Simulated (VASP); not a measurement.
Crystal: RbBr.

```
CELL_PARAMETERS angstrom
4.22979 -0.11857 -0.11857
-0.11857 4.22979 -0.11857
-0.11857 -0.11857 4.22979
ATOMIC_POSITIONS crystal
Rb 0.00000 0.00000 0.00000
Br 0.50000 0.50000 0.50000
```

This cell differs from its parent crystal: epitaxial 111 strain +5.3%.

Base run:

| Quantity | Value |
| --- | --- |
| Program | VASP 6.6.1 |
| Functional | PBE |
| Potentials or basis | VASP PAW PBE potentials, release 64 (Rb_sv, Br) |
| Cutoff | 520 eV |
| k mesh | 6 × 6 × 6 |
| Occupations | fermi-dirac, width 0.02 eV |
| Spin | no spin polarisation |

Its results: band gap on the k mesh 3.86 eV (least direct gap 3.99 eV); pressure -0.1 GPa.

Problem. The run is repeated on the same cell with these changes: functional from PBE to r2SCAN; occupations from fermi-dirac, width 0.02 eV to gaussian, width 0.01 eV. What comes out?

Solution. Band gap on the k mesh 4.58 eV (least direct gap 4.71 eV); pressure -0.8 GPa.

Caveats: the PAW data sets were made with another functional, which shifts forces and pressure a little (at least some runs).

A k mesh can miss the band edges.
